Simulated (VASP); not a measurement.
Set up this calculation in VASP 6.6.1, as the native input.

```yaml
Task: relaxation of cell and atoms
Functional: revPBE
Dispersion: D4
Potentials_or_basis: VASP PAW PBE potentials, release 64 (Cd, S)
Cutoff: 600 eV
k_mesh: 7 × 7 × 4
Occupations: fermi-dirac, width 0.05 eV
Spin: no spin polarisation
Dipole_correction: no
Further_INCAR_settings: ALGO = Normal; EDIFF = 1e-06; IBRION = 2; EDIFFG = -0.01; NSW = 60; ISIF = 3
```

The structure of CdS (Greenockite) lies in POSCAR:

```
CdS
1.0
    4.1500000000      0.0000000000      0.0000000000
   -2.0750000000      3.5940054257      0.0000000000
    0.0000000000      0.0000000000      6.7370000000
Cd S
2 2
Direct
    0.6666666667      0.3333333333      0.5000000000
    0.3333333333      0.6666666667      0.0000000000
    0.6666666667      0.3333333333      0.8750000000
    0.3333333333      0.6666666667      0.3750000000
```

These files were run (other wordings do the same):

INCAR

```
ALGO = Normal
EDIFF = 1E-6
EDIFFG = -0.01
ENCUT = 600
GGA = RE
IBRION = 2
ISIF = 3
ISMEAR = -1
IVDW = 13
LASPH = T
LCHARG = F
LREAL = F
LWAVE = F
NELM = 80
NSW = 60
PREC = Accurate
SIGMA = 0.05
```

KPOINTS

```
k-points
0
Gamma
  7 7 4
```

Potentials or basis: VASP PAW PBE potentials, release 64 (Cd, S).

Launch:

```bash
$ cat potpaw_PBE.64/Cd/POTCAR potpaw_PBE.64/S/POTCAR > POTCAR
$ mpirun -np 1 vasp_std > vasp.out
```

It gave:

| Quantity | Value |
| --- | --- |
| Relaxed volume | 25.13 Å³/atom |
| Relaxed cell | a = 4.145 Å, b = 4.145 Å, c = 6.756 Å, α = 90.00°, β = 90.00°, γ = 120.00° |
| Space group after relaxing (to 0.05 Å) | P6_3mc (No. 186) |
| Energy gained by relaxing | 0.2 meV/atom |
| Ionic steps | 3 |
| Pressure after relaxing | 0.0 GPa |
| Largest force after relaxing | 0.007 eV/Å |
| Band gap on the k mesh | 1.33 eV, direct |
| Dispersion energy per atom | -0.538 eV |

Caveat: the PAW data sets were made with another functional, which shifts forces and pressure a little.

Wall time 45 s on 1 thread of Intel(R) Xeon(R) 6975P-C (Granite Rapids), with other jobs on the host, peak memory 0.28 GiB.
